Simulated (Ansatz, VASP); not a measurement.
AlP: VASP beside Ansatz

```
Al P
1.0
     0.00000    2.82143    2.82143
     2.82143    0.00000    2.82143
     2.82143    2.82143    0.00000
Al P
1 1
Direct
  0.00000 0.00000 0.00000
  0.25000 0.25000 0.25000
```

Change from the starting cell: hydrostatic strain +3.0%.

Alike in both runs: task single point; functional r2SCAN; k mesh 8 × 8 × 8; no spin polarisation.

|  | VASP | Ansatz |
| --- | --- | --- |
| version | VASP 6.6.1 | Ansatz 0.2.0 |
| potentials or method | VASP PAW PBE potentials, release 64 (Al, P) | plane waves, PAW |
| plane-wave cutoff (eV) | 550 | 500 |
| occupations | gaussian, width 0.01 eV | fixed |
| valence electrons in the cell | 8 | 8 |

|  | VASP | Ansatz | Ansatz less VASP |
| --- | --- | --- | --- |
| gap on the k mesh at the Fermi level (eV) | 2.07 | 2.07 | -0.003 |
| pressure (GPa) | -6.9 | -6.7 | +0.25 |

VASP's potentials were made for PBE, not for r2SCAN.
